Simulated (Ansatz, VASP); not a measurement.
Two plane-wave programs on Si

```
Si
1.0
     0.00000    1.95700    1.95700
     1.95700    0.00000    1.95700
     1.95700    1.95700    0.00000
Si
1
Direct
  0.00000 0.00000 0.00000
```

Alike in both runs: task single point; functional LDA; k mesh 16 × 16 × 16; occupations fermi-dirac, width 0.1 eV; no spin polarisation.

|  | VASP | Ansatz |
| --- | --- | --- |
| version | VASP 6.6.1 | Ansatz 0.2.0 |
| potentials or method | VASP PAW LDA potentials, release 64 (Si), cutoff 520 eV | plane waves (420 eV) with PAW, scalar-relativistic |
| valence electrons in the cell | 4 | 4 |

|  | VASP | Ansatz | Ansatz less VASP |
| --- | --- | --- | --- |
| pressure (GPa) | -5.8 | -5.8 | -0.04 |

Ansatz warns that its potentials were made for another functional, while VASP's fit it. LDA's correlation is that of Perdew and Zunger in VASP and of Perdew and Wang (1992) in Ansatz.
